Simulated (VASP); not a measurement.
Cs3ScCl6:

```xyz
10
Lattice="0.0000 5.7824 5.7824 5.7824 0.0000 5.7824 5.7824 5.7824 0.0000" Properties=species:S:1:pos:R:3 pbc="T T T"
Cs    8.6736    8.6736    8.6736
Cs    2.8912    2.8912    2.8912
Cs    5.7824    5.7824    5.7824
Sc    0.0000    0.0000    0.0000
Cl    2.5037    5.7824    5.7824
Cl    5.7824    5.7824    2.5037
Cl    9.0611    5.7824    5.7824
Cl    5.7824    2.5037    5.7824
Cl    5.7824    9.0611    5.7824
Cl    5.7824    5.7824    9.0611
```

- Program: VASP 6.6.1
- Task: relaxation of cell and atoms
- Functional: PBEsol
- Potentials or basis: VASP PAW PBE potentials, release 64 (Cs_sv, Sc_sv, Cl)
- Cutoff: 600 eV
- k mesh: 4 × 4 × 4
- Occupations: fermi-dirac, width 0.03 eV
- Spin: no spin polarisation

At the start: pressure -1.1 GPa; volume 38.67 Å³/atom.

Problem. Where does the relaxation end?

Solution. Over 6 steps the energy falls by 7.9 meV/atom and the volume is 36.26 Å³/atom (-6.2 %); space group Fm-3m (No. 225, to 0.1 Å) before and after.

The path:
```
step  energy change (eV)  largest force (eV/Å)  pressure (GPa)  volume (Å³)
   1              0.0000                0.1325           -1.09       386.69
   2             -0.0617                0.1344           -0.23       372.11
   3             -0.0630                0.1821           -0.08       369.77
   4             -0.0717                0.1244           -0.06       367.38
   5             -0.0772                0.0554            0.05       360.25
   6             -0.0789                0.0043            0.01       362.60
```

Final structure:
```cif
data_structure
_symmetry_space_group_name_H-M 'P 1'
_symmetry_Int_Tables_number 1
_cell_length_a 8.0042
_cell_length_b 8.0042
_cell_length_c 8.0042
_cell_angle_alpha 60.000
_cell_angle_beta 60.000
_cell_angle_gamma 60.000
_cell_volume 362.60
loop_
_atom_site_label
_atom_site_type_symbol
_atom_site_fract_x
_atom_site_fract_y
_atom_site_fract_z
_atom_site_occupancy
Cs1 Cs 0.75000 0.75000 0.75000 1
Cs2 Cs 0.25000 0.25000 0.25000 1
Cs3 Cs 0.50000 0.50000 0.50000 1
Sc1 Sc 0.00000 0.00000 0.00000 1
Cl1 Cl 0.78192 0.21808 0.21808 1
Cl2 Cl 0.21808 0.21808 0.78192 1
Cl3 Cl 0.21808 0.78192 0.78192 1
Cl4 Cl 0.21808 0.78192 0.21808 1
Cl5 Cl 0.78192 0.21808 0.78192 1
Cl6 Cl 0.78192 0.78192 0.21808 1
```

Caveat: the PAW data sets were made with another functional, which shifts forces and pressure a little.
